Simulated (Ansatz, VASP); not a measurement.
**TiRh3: VASP beside Ansatz**

The input INCAR:

```
PREC = Accurate
ENCUT = 520
EDIFF = 1E-6
ISMEAR = -1
SIGMA = 0.03
LREAL = F
LASPH = T
NELM = 80
ALGO = Normal
ISIF = 2
LWAVE = F
LCHARG = F
GGA = CA
NBANDS = 36
```

File KPOINTS:

```
Automatic mesh
0
Gamma
  10 10 10
```

POSCAR

```
TiRh3
1.0
    3.7439781075      0.0000000000      0.0000000000
    0.0000000000      3.7439781075      0.0000000000
    0.0000000000      0.0000000000      3.7439781075
Ti Rh
1 3
Direct
    0.0000000000      0.0000000000      0.0000000000
    0.0000000000      0.5000000000      0.5000000000
    0.5000000000      0.0000000000      0.5000000000
    0.5000000000      0.5000000000      0.0000000000
```

Input for Ansatz:

```yaml
crystal:
  lattice:
    - [3.7439781075, 0.0, 0.0]
    - [0.0, 3.7439781075, 0.0]
    - [0.0, 0.0, 3.7439781075]
  atoms:
    - { symbol: Ti, position: [0.0, 0.0, 0.0] }
    - { symbol: Rh, position: [0.0, 0.5, 0.5] }
    - { symbol: Rh, position: [0.5, 0.0, 0.5] }
    - { symbol: Rh, position: [0.5, 0.5, 0.0] }
kpoints:
  mp_grid: { grid: [10, 10, 10] }
  band_path:
    path:
      - [0.0, 0.0, 0.0]
      - [0.0, 0.5, 0.0]
      - [0.5, 0.5, 0.0]
      - [0.0, 0.0, 0.0]
      - [0.5, 0.5, 0.5]
      - [0.0, 0.5, 0.0]
      - [0.5, 0.5, 0.5]
      - [0.5, 0.5, 0.0]
    npoints: 5
scf:
  occupations: { method: fermi_dirac, width: 0.03 }
hamiltonian:
  xc: lda
  pseudopotentials: { kind: all_electron, lapw: { basis_error: 0.001 } }
output:
  forces: true
  stress: true
  eigenvalues: true
```

Change from the starting cell: volume scaled by 0.94.

Alike in both runs: task single point; functional LDA; k mesh 10 × 10 × 10; occupations fermi-dirac, width 0.03 eV; no spin polarisation.

|  | VASP | Ansatz |
| --- | --- | --- |
| version | VASP 6.6.1 | Ansatz 0.2.0 |
| potentials or method | VASP PAW LDA potentials, release 64 (Ti_sv, Rh_pv), cutoff 520 eV | all-electron LAPW, scalar-relativistic |

|  | VASP | Ansatz | Ansatz less VASP |
| --- | --- | --- | --- |
| pressure (GPa) | 7.0 | 6.2 | -0.79 |

LDA's correlation is that of Perdew and Zunger in VASP and of Perdew and Wang (1992) in Ansatz. Ansatz ran all-electron here, and VASP with PAW potentials.
